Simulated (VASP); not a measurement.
# Si2O (antifluorite type) (Fm-3m) in VASP: single point with PBE

Aim: the single point of Si2O (antifluorite type) with PBE.

Program: VASP 6.6.1. These are calculated values, not measurements. Logs are shortened: lines on timing, memory, paths and dates and some standing lists are left out, and cuts for length are marked.

**1. The cell of the first run**

The structure is cubic, space group Fm-3m (No. 225). Conventional cell: a = 5.473 Å, b = 5.473 Å, c = 5.473 Å, α = 90.00°, β = 90.00°, γ = 90.00°. Within 3.1 Å of Si (site symmetry -43m) lie 4 O at 2.37 Å and 6 Si at 2.74 Å. O (site symmetry m-3m) has 8 Si at 2.37 Å within 3.1 Å.

**2. Single point, PBE**

File INCAR:

```
SYSTEM = Si2O
PREC = Accurate ; ENCUT = 600
EDIFF = 1E-6 ; ISMEAR = -1
SIGMA = 0.06122561905347299 ; LREAL = .FALSE.
LASPH = .TRUE. ; NELM = 120
ALGO = Normal ; ISIF = 2
LWAVE = .FALSE. ; LCHARG = .FALSE.
GGA = PE ; NBANDS = 14
GGA_COMPAT = .FALSE.
```

File KPOINTS:

```
regular mesh
0
G
  34 34 34
  0 0 0
```

File POSCAR:

```
Si2O
1.0
    0.0000000000      2.7364657284      2.7364657284
    2.7364657284      0.0000000000      2.7364657284
    2.7364657284      2.7364657284      0.0000000000
Si O
2 1
Direct
    0.2500000000      0.2500000000      0.2500000000
    0.7500000000      0.7500000000      0.7500000000
    0.0000000000      0.0000000000      0.0000000000
```

Potentials or basis: VASP PAW PBE potentials, release 64 (Si, O).

Command:

```bash
cat potpaw_PBE.64/Si/POTCAR potpaw_PBE.64/O/POTCAR > POTCAR
mpirun -np 1 vasp_std > vasp.out
```

OUTCAR:

```text
SYSTEM = Si2O
   PREC = Accurate
   ENCUT = 600
   EDIFF = 1E-6
   ISMEAR = -1
   LREAL = .FALSE.
   LASPH = .TRUE.
   NELM = 120
   ISIF = 2
   GGA = PE

 ion  position               nearest neighbor table
   1  0.250  0.250  0.250-   3 2.37   3 2.37   3 2.37   3 2.37   2 2.74   2 2.74   2 2.74   2 2.74
                             2 2.74   2 2.74
   2  0.750  0.750  0.750-   3 2.37   3 2.37   3 2.37   3 2.37   1 2.74   1 2.74   1 2.74   1 2.74
                             1 2.74   1 2.74
   3  0.000  0.000  0.000-   1 2.37   2 2.37   2 2.37   2 2.37   2 2.37   1 2.37   1 2.37   1 2.37

  LATTYP: Found a face centered cubic cell.
 ALAT       =     5.4729314568

  Lattice vectors:

 A1 = (   0.0000000000,   2.7364657284,   2.7364657284)
 A2 = (   2.7364657284,   0.0000000000,   2.7364657284)
 A3 = (   2.7364657284,   2.7364657284,   0.0000000000)

Analysis of symmetry for initial positions (statically):
=====================================================================
 Subroutine PRICEL returns:
 Original cell was already a primitive cell.

 Routine SETGRP: Setting up the symmetry group for a
 face centered cubic supercell.

 Subroutine GETGRP returns: Found 48 space group operations
 (whereof 48 operations were pure point group operations)
 out of a pool of 48 trial point group operations.

The static configuration has the point symmetry O_h .

Analysis of symmetry for dynamics (positions and initial velocities):
=====================================================================
 Subroutine PRICEL returns:
 Original cell was already a primitive cell.

 Routine SETGRP: Setting up the symmetry group for a
 face centered cubic supercell.

 Subroutine GETGRP returns: Found 48 space group operations
 (whereof 48 operations were pure point group operations)
 out of a pool of 48 trial point group operations.

The dynamic configuration has the point symmetry O_h .

 Subroutine INISYM returns: Found 48 space group operations
 (whereof 48 operations are pure point group operations),
 and found     1 'primitive' translations

----------------------------------------------------------------------------------------

                                     Primitive cell

  volume of cell :      40.9826

  direct lattice vectors                    reciprocal lattice vectors
     0.000000000  2.736465728  2.736465728    -0.182717435  0.182717435  0.182717435
     2.736465728  0.000000000  2.736465728     0.182717435 -0.182717435  0.182717435
     2.736465728  2.736465728  0.000000000     0.182717435  0.182717435 -0.182717435

  length of vectors
     3.869946946  3.869946946  3.869946946     0.316475882  0.316475882  0.316475882

  position of ions in fractional coordinates (direct lattice)
     0.250000000  0.250000000  0.250000000
     0.750000000  0.750000000  0.750000000
     0.000000000  0.000000000  0.000000000

  ion indices of the primitive-cell ions
   primitive index   ion index
                 1           1
                 2           2
                 3           3

----------------------------------------------------------------------------------------

 KPOINTS: regular mesh

Automatic generation of k-mesh.
 Grid dimensions read from file:
 generate k-points for:   34   34   34

 Generating k-lattice:

  Cartesian coordinates                     Fractional coordinates (reciprocal lattice)
    -0.005374042  0.005374042  0.005374042     0.029411765  0.000000000  0.000000000
     0.005374042 -0.005374042  0.005374042     0.000000000  0.029411765  0.000000000
     0.005374042  0.005374042 -0.005374042     0.000000000  0.000000000  0.029411765

  Length of vectors
     0.009308114  0.009308114  0.009308114

  Shift w.r.t. Gamma in fractional coordinates (k-lattice)
     0.000000000  0.000000000  0.000000000

 Subroutine IBZKPT returns following result:
 ===========================================

 Found   1059 irreducible k-points:

 Following reciprocal coordinates:
            Coordinates               Weight
  0.000000  0.000000  0.000000      1.000000
  0.029412  0.000000  0.000000      8.000000
  0.058824  0.000000  0.000000      8.000000
  0.088235  0.000000  0.000000      8.000000
  0.117647  0.000000  0.000000      8.000000
  0.147059  0.000000  0.000000      8.000000
[... 16 lines left out ...]
  0.147059  0.029412  0.000000     24.000000
  0.176471  0.029412  0.000000     24.000000
 [... further k-points ...]
   k-points           NKPTS =   1059   k-points in BZ     NKDIM =   1059   number of bands    NBANDS=     14
   number of dos      NEDOS =    301   number of ions     NIONS =      3
   total plane-waves  NPLWV =  32768
   dimension x,y,z NGX =    32 NGY =   32 NGZ =   32
   dimension x,y,z NGXF=    64 NGYF=   64 NGZF=   64
   ions per type =               2   1
   NGX,Y,Z   is equivalent  to a cutoff of  13.75, 13.75, 13.75 a.u.
   NGXF,Y,Z  is equivalent  to a cutoff of  27.49, 27.49, 27.49 a.u.
 SYSTEM =  Si2O
   PREC   = accura    normal or accurate (medium, high low for compatibility)
   ISTART =      0    job   : 0-new  1-cont  2-samecut
   ICHARG =      2    charge: 1-file 2-atom 10-const
   ISPIN  =      1    spin polarized calculation?
   LNONCOLLINEAR =      F non collinear calculations
   LSORBIT =      F    spin-orbit coupling
   LASPH  =      T    aspherical Exc in radial PAW
   ENCUT  =  600.0 eV  44.10 Ry    6.64 a.u.   7.73  7.73  7.73*2*pi/ulx,y,z
   NELM   =    120;   NELMIN=  2; NELMDL= -5     # of ELM steps
   EDIFF  = 0.1E-05   stopping-criterion for ELM
   LREAL  =      F    real-space projection
   EDIFFG = 0.1E-04   stopping-criterion for IOM
   NSW    =      0    number of steps for IOM
   IBRION =     -1    ionic relax: 0-MD 1-quasi-New 2-CG
   NFREE  =      0    steps in history (QN), initial steepest desc. (CG)
   ISIF   =      2    stress and relaxation
   ISYM   =      2    0-nonsym 1-usesym 2-fastsym
   POTIM  = 0.5000    time-step for ionic-motion
   TEBEG  =    0.0;   TEEND  =   0.0 temperature during run
   PSTRESS=    0.0 pullay stress
   NELECT =      14.0000    total number of electrons
   NUPDOWN=      -1.0000    fix difference up-down
   EMIN   =  10.00;   EMAX   =-10.00  energy-range for DOS
   EFERMI =   0.00;   METHOD = LEGACY
   ISMEAR =    -1;   SIGMA  =   0.06  broadening in eV -4-tet -1-fermi 0-gaus
   EFERMI_NEDOS =   21; number of points for ismear=-14 and -15
   IALGO  =     38    algorithm
   IMIX   =      4    mixing-type and parameters
     AMIX     =   0.40;   BMIX     =  1.00
     AMIX_MAG =   1.60;   BMIX_MAG =  1.00
  volume/ion in A,a.u.               =      13.66        92.19
  Fermi-wavevector in a.u.,A,eV,Ry     =   1.144417  2.162634 17.819407  1.309689
  Thomas-Fermi vector in A             =   2.281109
   LORBIT       =      0    0 simple, 1 ext, 2 COOP (PROOUT), +10 PAW based schemes
   GGA     = PE    functional components
   LHFCALC =     F    Hartree Fock is set to
   AEXX    =    0.0000 exact exchange contribution
   IVDW    =     0    specifies the selected vdW correction
   LEPSILON=     F    determine dielectric tensor
   LRPA    =     F    only Hartree local field effects (RPA)
 non-spin polarized calculation
  energy-cutoff  :      600.00
  volume of cell :       40.98
 maximum number of plane-waves:      1387
   NGX = 15   NGY = 15   NGZ = 15

 number of electron      13.9999997 magnetization

 Free energy of the ion-electron system (eV)
  ---------------------------------------------------
  ext. energy  EPLUGINS =         0.00000000
  ---------------------------------------------------
  free energy    TOTEN  =       -13.85667322 eV

  energy without entropy =      -13.83541658  energy(sigma->0) =      -13.84604490

 E-fermi :   7.5788     XC(G=0): -10.7879

 val. band max:        7.5784245538   @ k =   0.1765   0.1176   0.0000
 cond. band min:       7.5788513436   @ k =  -0.2647   0.0882   0.0294
 fundamental gap:      0.0004267898
 Fermi energy:         7.5788002377

 k-point     1 :       0.0000    0.0000    0.0000
  band No.  band energies     occupation
      1     -11.8904      2.00000
      2      -1.5221      2.00000
      3       2.9029      2.00000
      4       2.9029      2.00000
      5       2.9029      2.00000
      6       7.0873      1.99935
      7       7.0873      1.99935
      8       7.0873      1.99935
      9       7.6388      0.54588
     10      12.9271      0.00000
     11      12.9271      0.00000
     12      12.9271      0.00000
     13      13.9477      0.00000
     14      13.9477      0.00000

 k-point     2 :       0.0294    0.0000    0.0000
  band No.  band energies     occupation
      1     -11.8867      2.00000
      2      -1.5314      2.00000
      3       2.8959      2.00000
      4       2.8959      2.00000
      5       2.9001      2.00000
      6       6.8512      1.99999
      7       7.1008      1.99919
      8       7.1008      1.99919
      9       7.9038      0.00986
     10      12.7800      0.00000
     11      12.7800      0.00000
     12      12.9081      0.00000
     13      14.1210      0.00000
     14      14.1210      0.00000

 k-point     3 :       0.0588    0.0000    0.0000
  band No.  band energies     occupation
      1     -11.8755      2.00000
      2      -1.5586      2.00000
      3       2.8754      2.00000
      4       2.8754      2.00000
      5       2.8886      2.00000
      6       6.4978      2.00000
      7       7.1402      1.99845
      8       7.1402      1.99845
      9       8.3444      0.00001
     10      12.4842      0.00000
     11      12.4842      0.00000
     12      12.8565      0.00000
     13      14.4955      0.00000
     14      14.4955      0.00000
[... 324 lines left out ...]
 k-point    23 :       0.1471    0.0294    0.0000
  band No.  band energies     occupation
      1     -11.8088      2.00000
      2      -1.7105      2.00000
      3       2.6455      2.00000
      4       2.7097      2.00000
      5       2.9078      2.00000
      6       5.7781      2.00000
      7       7.3494      1.95386
      8       7.3702      1.93584
      9       9.5810      0.00000
     10      11.2841      0.00000
     11      11.9999      0.00000
     12      12.7976      0.00000
     13      15.5142      0.00000
     14      15.9502      0.00000

 k-point    24 :       0.1765    0.0294    0.0000
  band No.  band energies     occupation
      1     -11.7743      2.00000
      2      -1.7837      2.00000
      3       2.5110      2.00000
      4       2.6517      2.00000
      5       2.8611      2.00000
      6       5.6926      2.00000
      7       7.4434      1.80245
      8       7.4631      1.73761
      9       9.9263      0.00000
     10      11.0497      0.00000
     11      11.7580      0.00000
     12      12.7937      0.00000
     13      16.0237      0.00000
     14      16.3850      0.00000

 [... further k-points ...]

------------------------ aborting loop because EDIFF is reached ----------------------------------------

  FORCE on cell =-STRESS in cart. coord.  units (eV):
  Direction    XX          YY          ZZ          XY          YZ          ZX
  --------------------------------------------------------------------------------------
  -------------------------------------------------------------------------------------
  Total        0.9184980      0.9184980      0.9184980     -0.0000000      0.0000000      0.0000000
  in kB       35.9077962     35.9077962     35.9077962     -0.0000000      0.0000000      0.0000000
  external PRESSURE =      35.9077962 kB  Pullay stress =       0.0000000 kB

 VOLUME and BASIS-vectors are now :
 -----------------------------------------------------------------------------
  energy-cutoff  :      600.00
  volume of cell :       40.98
      direct lattice vectors                 reciprocal lattice vectors
     0.000000000  2.736465728  2.736465728    -0.182717435  0.182717435  0.182717435
     2.736465728  0.000000000  2.736465728     0.182717435 -0.182717435  0.182717435
     2.736465728  2.736465728  0.000000000     0.182717435  0.182717435 -0.182717435

 POSITION                                       TOTAL-FORCE (eV/Angst)
 -----------------------------------------------------------------------------------
      1.36823      1.36823      1.36823         0.000000     -0.000000      0.000000
      4.10470      4.10470      4.10470        -0.000000     -0.000000     -0.000000
      0.00000      0.00000      0.00000         0.000000      0.000000      0.000000
 -----------------------------------------------------------------------------------
    total drift:                                0.000000     -0.000000      0.000000

  FREE ENERGIE OF THE ION-ELECTRON SYSTEM (eV)
  ---------------------------------------------------
  free  energy   TOTEN  =       -13.8566732242 eV

  energy  without entropy=      -13.8354165803  energy(sigma->0) =      -13.84604490
```

Wall time 18 min (1 thread of AMD EPYC 9755, shared host); peak memory 0.66 GiB.

Results:

```
Free energy            : -13.8567 eV
Pressure               : 3.6 GPa
Band gap on the k mesh : zero (bands 7 and 8 overlap by 1.51 eV)
```

Caveat: the cell stands under pressure.
